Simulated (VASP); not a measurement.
# RbBr (Fm-3m) in VASP: a series of runs

RbBr is run at these levels: PBE; tasks: single point.

All numbers are computed with VASP 6.6.1; they aren't measurements. Logs are shortened: lines on timing, memory, paths and dates and some standing lists are left out, and cuts for length are marked.

### Step 1. The cell of the first run

The structure is cubic, space group Fm-3m (No. 225). The conventional cell has a = 6.912 Å, b = 6.912 Å, c = 6.912 Å, α = 90.00°, β = 90.00°, γ = 90.00°. Rb (site symmetry m-3m) has 6 Br at 3.46 Å within 4.5 Å. Br (site symmetry m-3m) has 6 Rb at 3.46 Å within 4.5 Å.

### Step 2. Single point, PBE

INCAR

```
ALGO = Normal
EDIFF = 1E-6
ENCUT = 520
GGA = PE
ISIF = 2
ISMEAR = 0
LASPH = True
LCHARG = True
LELF = True
LREAL = False
LVHAR = True
LWAVE = False
NBANDS = 15
NELM = 100
PREC = Accurate
SIGMA = 0.01
```

KPOINTS

```
k-points
0
Gamma
  7 7 7
```

POSCAR

```
RbBr
1.0
    0.0000000000      3.4559500000      3.4559500000
    3.4559500000      0.0000000000      3.4559500000
    3.4559500000      3.4559500000      0.0000000000
Rb Br
1 1
Direct
    0.0000000000      0.0000000000      0.0000000000
    0.5000000000      0.5000000000      0.5000000000
```

Potentials or basis: VASP PAW PBE potentials, release 64 (Rb_sv, Br).

The run is started by

```console
$ cat potpaw_PBE.64/Rb_sv/POTCAR potpaw_PBE.64/Br/POTCAR > POTCAR
$ mpirun -np 1 vasp_std > vasp.out
```

OUTCAR:

```text
EDIFF = 1E-6
   ENCUT = 520
   GGA = PE
   ISIF = 2
   ISMEAR = 0
   LASPH = True
   LREAL = False
   NELM = 100
   PREC = Accurate

 ion  position               nearest neighbor table
   1  0.000  0.000  0.000-   2 3.46   2 3.46   2 3.46   2 3.46   2 3.46   2 3.46
   2  0.500  0.500  0.500-   1 3.46   1 3.46   1 3.46   1 3.46   1 3.46   1 3.46

  LATTYP: Found a face centered cubic cell.
 ALAT       =     6.9119000000

  Lattice vectors:

 A1 = (   0.0000000000,   3.4559500000,   3.4559500000)
 A2 = (   3.4559500000,   0.0000000000,   3.4559500000)
 A3 = (   3.4559500000,   3.4559500000,   0.0000000000)

Analysis of symmetry for initial positions (statically):
=====================================================================
 Subroutine PRICEL returns:
 Original cell was already a primitive cell.

 Routine SETGRP: Setting up the symmetry group for a
 face centered cubic supercell.

 Subroutine GETGRP returns: Found 48 space group operations
 (whereof 48 operations were pure point group operations)
 out of a pool of 48 trial point group operations.

The static configuration has the point symmetry O_h .

Analysis of symmetry for dynamics (positions and initial velocities):
=====================================================================
 Subroutine PRICEL returns:
 Original cell was already a primitive cell.

 Routine SETGRP: Setting up the symmetry group for a
 face centered cubic supercell.

 Subroutine GETGRP returns: Found 48 space group operations
 (whereof 48 operations were pure point group operations)
 out of a pool of 48 trial point group operations.

The dynamic configuration has the point symmetry O_h .

 Subroutine INISYM returns: Found 48 space group operations
 (whereof 48 operations are pure point group operations),
 and found     1 'primitive' translations

----------------------------------------------------------------------------------------

                                     Primitive cell

  volume of cell :      82.5529

  direct lattice vectors                    reciprocal lattice vectors
     0.000000000  3.455950000  3.455950000    -0.144678019  0.144678019  0.144678019
     3.455950000  0.000000000  3.455950000     0.144678019 -0.144678019  0.144678019
     3.455950000  3.455950000  0.000000000     0.144678019  0.144678019 -0.144678019

  length of vectors
     4.887451361  4.887451361  4.887451361     0.250589680  0.250589680  0.250589680

  position of ions in fractional coordinates (direct lattice)
     0.000000000  0.000000000  0.000000000
     0.500000000  0.500000000  0.500000000

  ion indices of the primitive-cell ions
   primitive index   ion index
                 1           1
                 2           2

----------------------------------------------------------------------------------------

 KPOINTS: k-points

Automatic generation of k-mesh.
 Grid dimensions read from file:
 generate k-points for:    7    7    7

 Generating k-lattice:

  Cartesian coordinates                     Fractional coordinates (reciprocal lattice)
    -0.020668288  0.020668288  0.020668288     0.142857143  0.000000000  0.000000000
     0.020668288 -0.020668288  0.020668288     0.000000000  0.142857143  0.000000000
     0.020668288  0.020668288 -0.020668288     0.000000000  0.000000000  0.142857143

  Length of vectors
     0.035798526  0.035798526  0.035798526

  Shift w.r.t. Gamma in fractional coordinates (k-lattice)
     0.000000000  0.000000000  0.000000000

 Subroutine IBZKPT returns following result:
 ===========================================

 Found     20 irreducible k-points:

 Following reciprocal coordinates:
            Coordinates               Weight
  0.000000  0.000000  0.000000      1.000000
  0.142857  0.000000  0.000000      8.000000
  0.285714  0.000000  0.000000      8.000000
  0.428571  0.000000  0.000000      8.000000
  0.142857  0.142857  0.000000      6.000000
  0.285714  0.142857  0.000000     24.000000
[... 12 lines left out ...]
 -0.428571  0.428571  0.142857     24.000000
 -0.285714  0.428571  0.142857     24.000000
   k-points           NKPTS =     20   k-points in BZ     NKDIM =     20   number of bands    NBANDS=     15
   number of dos      NEDOS =    301   number of ions     NIONS =      2
   total plane-waves  NPLWV =  46656
   dimension x,y,z NGX =    36 NGY =   36 NGZ =   36
   dimension x,y,z NGXF=    72 NGYF=   72 NGZF=   72
   ions per type =               1   1
   NGX,Y,Z   is equivalent  to a cutoff of  12.25, 12.25, 12.25 a.u.
   NGXF,Y,Z  is equivalent  to a cutoff of  24.49, 24.49, 24.49 a.u.
 SYSTEM =  unknown system
   PREC   = accura    normal or accurate (medium, high low for compatibility)
   ISTART =      0    job   : 0-new  1-cont  2-samecut
   ICHARG =      2    charge: 1-file 2-atom 10-const
   ISPIN  =      1    spin polarized calculation?
   LNONCOLLINEAR =      F non collinear calculations
   LSORBIT =      F    spin-orbit coupling
   LASPH  =      T    aspherical Exc in radial PAW
   ENCUT  =  520.0 eV  38.22 Ry    6.18 a.u.   9.09  9.09  9.09*2*pi/ulx,y,z
   NELM   =    100;   NELMIN=  2; NELMDL= -5     # of ELM steps
   EDIFF  = 0.1E-05   stopping-criterion for ELM
   LREAL  =      F    real-space projection
   EDIFFG = 0.1E-04   stopping-criterion for IOM
   NSW    =      0    number of steps for IOM
   IBRION =     -1    ionic relax: 0-MD 1-quasi-New 2-CG
   NFREE  =      0    steps in history (QN), initial steepest desc. (CG)
   ISIF   =      2    stress and relaxation
   ISYM   =      2    0-nonsym 1-usesym 2-fastsym
   POTIM  = 0.5000    time-step for ionic-motion
   TEBEG  =    0.0;   TEEND  =   0.0 temperature during run
   PSTRESS=    0.0 pullay stress
   NELECT =      16.0000    total number of electrons
   NUPDOWN=      -1.0000    fix difference up-down
   EMIN   =  10.00;   EMAX   =-10.00  energy-range for DOS
   EFERMI =   0.00;   METHOD = LEGACY
   ISMEAR =     0;   SIGMA  =   0.01  broadening in eV -4-tet -1-fermi 0-gaus
   EFERMI_NEDOS =   21; number of points for ismear=-14 and -15
   IALGO  =     38    algorithm
   IMIX   =      4    mixing-type and parameters
     AMIX     =   0.40;   BMIX     =  1.00
     AMIX_MAG =   1.60;   BMIX_MAG =  1.00
  volume/ion in A,a.u.               =      41.28       278.55
  Fermi-wavevector in a.u.,A,eV,Ry     =   0.947409  1.790343 12.212362  0.897583
  Thomas-Fermi vector in A             =   2.075499
   LORBIT       =      0    0 simple, 1 ext, 2 COOP (PROOUT), +10 PAW based schemes
   GGA     = PE    functional components
   LHFCALC =     F    Hartree Fock is set to
   AEXX    =    0.0000 exact exchange contribution
   IVDW    =     0    specifies the selected vdW correction
   LEPSILON=     F    determine dielectric tensor
   LRPA    =     F    only Hartree local field effects (RPA)
 non-spin polarized calculation
 Gauss-broadening in eV      SIGMA  =   0.01
  energy-cutoff  :      520.00
  volume of cell :       82.55
 maximum number of plane-waves:      2239
   NGX = 19   NGY = 19   NGZ = 19

 number of electron      15.9999997 magnetization

 Free energy of the ion-electron system (eV)
  ---------------------------------------------------
  ext. energy  EPLUGINS =         0.00000000
  ---------------------------------------------------
  free energy    TOTEN  =        -6.10798552 eV

  energy without entropy =       -6.10798552  energy(sigma->0) =       -6.10798552

 E-fermi :  -1.7859     XC(G=0):  -7.1343

 val. band max:       -1.8459969707   @ k =   0.0000   0.0000   0.0000
 cond. band min:       2.4527877757   @ k =   0.0000   0.0000   0.0000
 fundamental gap:      4.2987847464
 Fermi energy:        -1.7859048346

 k-point     1 :       0.0000    0.0000    0.0000
  band No.  band energies     occupation
      1     -26.3139      2.00000
      2     -14.0023      2.00000
      3     -10.3886      2.00000
      4     -10.3886      2.00000
      5     -10.3886      2.00000
      6      -1.8460      2.00000
      7      -1.8460      2.00000
      8      -1.8460      2.00000
      9       2.4528      0.00000
     10       5.4256      0.00000
     11       5.4256      0.00000
     12       5.4256      0.00000
     13       6.2964      0.00000
     14       6.2964      0.00000
     15       9.0864      0.00000

 k-point     2 :       0.1429    0.0000    0.0000
  band No.  band energies     occupation
      1     -26.3123      2.00000
      2     -14.0093      2.00000
      3     -10.3900      2.00000
      4     -10.3900      2.00000
      5     -10.3808      2.00000
      6      -2.0697      2.00000
      7      -1.9132      2.00000
      8      -1.9132      2.00000
      9       2.9236      0.00000
     10       5.3105      0.00000
     11       5.6621      0.00000
     12       5.6621      0.00000
     13       6.5862      0.00000
     14       6.5862      0.00000
     15       9.8227      0.00000

 k-point     3 :       0.2857    0.0000    0.0000
  band No.  band energies     occupation
      1     -26.3088      2.00000
      2     -14.0249      2.00000
      3     -10.3931      2.00000
      4     -10.3931      2.00000
      5     -10.3635      2.00000
      6      -2.4816      2.00000
      7      -2.0564      2.00000
      8      -2.0564      2.00000
      9       3.9701      0.00000
     10       5.3180      0.00000
     11       6.3342      0.00000
     12       6.3342      0.00000
     13       7.3558      0.00000
     14       7.3558      0.00000
     15      10.0425      0.00000
[... 271 lines left out ...]
 k-point    19 :      -0.4286    0.4286    0.1429
  band No.  band energies     occupation
      1     -26.3037      2.00000
      2     -13.9741      2.00000
      3     -10.5128      2.00000
      4     -10.4689      2.00000
      5     -10.4024      2.00000
      6      -2.3467      2.00000
      7      -2.1622      2.00000
      8      -2.0757      2.00000
      9       4.3401      0.00000
     10       5.4805      0.00000
     11       6.5585      0.00000
     12       7.3331      0.00000
     13       7.8059      0.00000
     14       8.6281      0.00000
     15       9.1414      0.00000

 k-point    20 :      -0.2857    0.4286    0.1429
  band No.  band energies     occupation
      1     -26.3034      2.00000
      2     -13.9813      2.00000
      3     -10.5103      2.00000
      4     -10.4744      2.00000
      5     -10.3781      2.00000
      6      -2.3611      2.00000
      7      -2.2115      2.00000
      8      -2.1492      2.00000
      9       4.9189      0.00000
     10       5.5897      0.00000
     11       6.3729      0.00000
     12       6.7330      0.00000
     13       8.4602      0.00000
     14       8.6151      0.00000
     15       9.3822      0.00000

------------------------ aborting loop because EDIFF is reached ----------------------------------------

  FORCE on cell =-STRESS in cart. coord.  units (eV):
  Direction    XX          YY          ZZ          XY          YZ          ZX
  --------------------------------------------------------------------------------------
  -------------------------------------------------------------------------------------
  Total        0.3229725      0.3229725      0.3229725      0.0000000      0.0000000      0.0000000
  in kB        6.2682132      6.2682132      6.2682132      0.0000000      0.0000000      0.0000000
  external PRESSURE =       6.2682132 kB  Pullay stress =       0.0000000 kB

 VOLUME and BASIS-vectors are now :
 -----------------------------------------------------------------------------
  energy-cutoff  :      520.00
  volume of cell :       82.55
      direct lattice vectors                 reciprocal lattice vectors
     0.000000000  3.455950000  3.455950000    -0.144678019  0.144678019  0.144678019
     3.455950000  0.000000000  3.455950000     0.144678019 -0.144678019  0.144678019
     3.455950000  3.455950000  0.000000000     0.144678019  0.144678019 -0.144678019

 POSITION                                       TOTAL-FORCE (eV/Angst)
 -----------------------------------------------------------------------------------
      0.00000      0.00000      0.00000         0.000000      0.000000     -0.000000
      3.45595      3.45595      3.45595        -0.000000     -0.000000      0.000000
 -----------------------------------------------------------------------------------
    total drift:                                0.000000      0.000000      0.000000

  FREE ENERGIE OF THE ION-ELECTRON SYSTEM (eV)
  ---------------------------------------------------
  free  energy   TOTEN  =        -6.1079855248 eV

  energy  without entropy=       -6.1079855248  energy(sigma->0) =       -6.10798552
```

It took 18 s on 1 thread of Intel Xeon Platinum 8375C at 2.90GHz (Ice Lake), shared host; peak memory 0.21 GiB.

What came out:

| Quantity | Value |
| --- | --- |
| Free energy | -6.1080 eV |
| Pressure | 0.6 GPa |
| Band gap on the k mesh | 4.30 eV, direct |

A k mesh can miss the band edges. PBE gaps usually lie below the measured ones, often by a third to a half.

### Step 3. Single point, PBE

INCAR

```
SYSTEM = RbBr
PREC     = Accurate       ! precision mode
ENCUT    = 520            ! plane-wave cutoff, eV
EDIFF    = 1E-7           ! SCF threshold, eV
ISMEAR   = 0              ! smearing method
SIGMA    = 0.01           ! smearing width, eV
LREAL    = .False.        ! projectors in reciprocal space
LASPH    = .True.         ! aspherical terms in the spheres
NELM     = 60             ! most SCF steps
ALGO     = Normal         ! electronic algorithm
ISIF     = 2              ! what is computed and relaxed
LWAVE    = .False.        ! write WAVECAR
LCHARG   = .False.        ! write CHGCAR
GGA      = PE             ! functional
NBANDS   = 15             ! bands
```

KPOINTS

```
regular mesh
0
Gamma
  7 7 7
  0 0 0
```

POSCAR is that of step 2.

Potentials or basis: VASP PAW PBE potentials, release 64 (Rb_sv, Br).

The run is started by

```console
$ cat potpaw_PBE.64/Rb_sv/POTCAR potpaw_PBE.64/Br/POTCAR > POTCAR
$ mpirun -np 1 vasp_std > vasp.out
```

It took 18 s on 1 thread of Intel Xeon Platinum 8375C at 2.90GHz (Ice Lake), shared host; peak memory 0.21 GiB.

It converged, with:

```yaml
Free_energy: -6.1080 eV
Pressure: 0.6 GPa
Band_gap_on_the_k_mesh: 4.30 eV, direct
```

Levels at points of the mesh, in eV from the valence-band top:
| k point | band 4 | band 5 | band 6 | band 7 | band 8 | band 9 | band 10 | band 11 | band 12 | band 13 |
| --- | --- | --- | --- | --- | --- | --- | --- | --- | --- | --- |
| (0.00, 0.00, 0.00) | -8.54 | -8.54 | 0.00 | 0.00 | 0.00 | 4.30 | 7.27 | 7.27 | 7.27 | 8.14 |

A k mesh can miss the band edges. PBE gaps usually lie below the measured ones, often by a third to a half.
